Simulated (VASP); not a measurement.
# La2O (Fm-3m) in VASP: notebook, part 2 of 2

VASP 6.6.1. The steps go on from the part before.

## Step 3: Relaxation of cell and atoms, PBE

The input, INCAR:

```
PREC     = Accurate       # precision mode
ENCUT    = 600            # plane-wave cutoff, eV
EDIFF    = 1E-6           # SCF threshold, eV
ISMEAR   = 0              # smearing method
SIGMA    = 0.1            # smearing width, eV
LREAL    = F              # projectors in reciprocal space
LASPH    = T              # aspherical terms in the spheres
NELM     = 60             # most SCF steps
ALGO     = Normal         # electronic algorithm
ISIF     = 3              # what is computed and relaxed
LWAVE    = F              # write WAVECAR
LCHARG   = F              # write CHGCAR
GGA      = PE             # functional
IBRION   = 2              # ionic algorithm
NSW      = 100            # ionic steps
EDIFFG   = -0.01          # ionic threshold
```

The input, KPOINTS:

```
Automatic mesh
0
Gamma
  12 12 12
```

The input, POSCAR:

```
La2O
1.0
    0.0000000000      3.1925913037      3.1925913037
    3.1925913037      0.0000000000      3.1925913037
    3.1925913037      3.1925913037      0.0000000000
La O
2 1
Direct
    0.2500000000      0.2500000000      0.2500000000
    0.7500000000      0.7500000000      0.7500000000
    0.0000000000      0.0000000000      0.0000000000
```

Potentials or basis: VASP PAW PBE potentials, release 64 (La, O).

Run with:

```console
cat potpaw_PBE.64/La/POTCAR potpaw_PBE.64/O/POTCAR > POTCAR
mpirun -np 1 vasp_std > vasp.out
```

OUTCAR:

```text
PREC = Accurate
   ENCUT = 600
   EDIFF = 1E-6
   ISMEAR = 0
   LREAL = F
   LASPH = T
   NELM = 60
   ISIF = 3
   GGA = PE
   IBRION = 2
   NSW = 100
   EDIFFG = -0.01

 ion  position               nearest neighbor table
   1  0.250  0.250  0.250-   3 2.76   3 2.76   3 2.76   3 2.76   2 3.19   2 3.19   2 3.19   2 3.19
                             2 3.19   2 3.19
   2  0.750  0.750  0.750-   3 2.76   3 2.76   3 2.76   3 2.76   1 3.19   1 3.19   1 3.19   1 3.19
                             1 3.19   1 3.19
   3  0.000  0.000  0.000-   2 2.76   2 2.76   2 2.76   1 2.76   1 2.76   1 2.76   2 2.76   1 2.76

  LATTYP: Found a face centered cubic cell.
 ALAT       =     6.3851826074

  Lattice vectors:

 A1 = (   0.0000000000,   3.1925913037,   3.1925913037)
[... 259 lines left out ...]
  ---------------------------------------------------
  free energy    TOTEN  =       -18.43879299 eV

  energy without entropy =      -18.42739609  energy(sigma->0) =      -18.43309454

 E-fermi :  10.4355     XC(G=0): -10.7081

 val. band max:       10.4128370221   @ k =  -0.3333   0.4167   0.0833
 cond. band min:      10.4394372549   @ k =   0.5000   0.1667   0.0833
 fundamental gap:      0.0266002329
 Fermi energy:        10.4355007581

 k-point     1 :       0.0000    0.0000    0.0000
  band No.  band energies     occupation
      1     -23.0752      2.00000
      2     -21.9955      2.00000
      3      -8.4166      2.00000
      4      -7.1777      2.00000
      5      -7.1777      2.00000
      6      -7.1777      2.00000
[... 481 lines left out ...]
      5      -6.8744      2.00000
      6      -6.3645      2.00000
[... 10 lines left out ...]
     17      11.4683      0.00000
     18      11.8071      0.00000

 [... further k-points ...]

------------------------ aborting loop because EDIFF is reached ----------------------------------------

  FORCE on cell =-STRESS in cart. coord.  units (eV):
  Direction    XX          YY          ZZ          XY          YZ          ZX
  --------------------------------------------------------------------------------------
  -------------------------------------------------------------------------------------
  Total        0.0016408      0.0016408      0.0016408      0.0000000      0.0000000      0.0000000
  in kB        0.0405079      0.0405079      0.0405079      0.0000000      0.0000000      0.0000000
  external PRESSURE =       0.0405079 kB  Pullay stress =       0.0000000 kB
[... 18 lines left out ...]
  FREE ENERGIE OF THE ION-ELECTRON SYSTEM (eV)
  ---------------------------------------------------
  free  energy   TOTEN  =       -18.4387929908 eV

  energy  without entropy=      -18.4273960885  energy(sigma->0) =      -18.43309454

 reached required accuracy - stopping structural energy minimisation
```

OSZICAR:

```text
N       E                     dE             d eps       ncg     rms          rms(c)
DAV:   1     0.315718284503E+03    0.31572E+03   -0.11286E+04  2624   0.258E+03
DAV:   2     0.510683085606E+02   -0.26465E+03   -0.26088E+03  4312   0.396E+02
DAV:   3    -0.124433155359E+02   -0.63512E+02   -0.60533E+02  4506   0.208E+02
DAV:   4    -0.189711690908E+02   -0.65279E+01   -0.63763E+01  4960   0.548E+01
[... 21 lines left out ...]
DAV:   2    -0.184388306269E+02    0.19419E-03   -0.94998E-04  4674   0.338E-01    0.299E-02
DAV:   3    -0.184387984407E+02    0.32186E-04   -0.17380E-04  4318   0.141E-01    0.116E-02
DAV:   4    -0.184387949621E+02    0.34785E-05   -0.23171E-05  5090   0.404E-02    0.379E-03
DAV:   5    -0.184387936207E+02    0.13414E-05   -0.21631E-06  3354   0.171E-02    0.160E-03
DAV:   6    -0.184387929908E+02    0.62992E-06   -0.36934E-07  1620   0.122E-02
   3 F= -.18438793E+02 E0= -.18433095E+02  d E =-.117334E-03
```

It took 3.2 min on 1 thread of Intel Xeon Platinum 8259CL at 2.50GHz (Skylake/Cascade Lake), shared host; peak memory 0.29 GiB.

Results:

```yaml
Free_energy: -18.4388 eV
Relaxed_volume: 21.63 Å³/atom
Relaxed_cell: a = 4.511 Å, b = 4.511 Å, c = 4.511 Å, α = 60.00°, β = 60.00°, γ = 60.00°
Space_group_after_relaxing_to_0.05_Å: Fm-3m (No. 225)
Energy_gained_by_relaxing: 0.0 meV/atom
Ionic_steps: 3
Pressure_after_relaxing: 0.0 GPa
Band_gap_on_the_k_mesh: zero (band 14 reaches 10.88 eV, above the bottom of band 15 at 8.75 eV)
```

The path:
```
step  energy change (eV)  largest force (eV/Å)  pressure (GPa)  volume (Å³)
   1              0.0000                0.0000           -0.20        65.08
   2             -0.0001                0.0000            0.10        64.82
   3             -0.0001                0.0000            0.00        64.90
```

Final structure:
```
La O
1.0
     0.00000    3.18960    3.18960
     3.18960    0.00000    3.18960
     3.18960    3.18960    0.00000
La O
2 1
Direct
  0.25000 0.25000 0.25000
  0.75000 0.75000 0.75000
  0.00000 0.00000 0.00000
```

Levels at points of the mesh, in eV from the Fermi level:
```
           k point  band 10  band 11  band 12  band 13  band 14  band 15  band 16  band 17  band 18
(0.00, 0.00, 0.00)    -5.69    -5.69    -5.69    -1.86    -1.86    -1.69     0.97     0.97     0.97
(0.50, 0.00, 0.00)    -4.92    -4.92    -4.48    -0.92     0.37     0.37     1.18     1.18     1.19
(0.50, 0.50, 0.00)    -5.27    -4.42    -4.42    -2.28    -0.85     0.26     1.00     1.06     1.37
```

Caveat: spin-orbit coupling is left out, which moves the levels of the heavy elements.
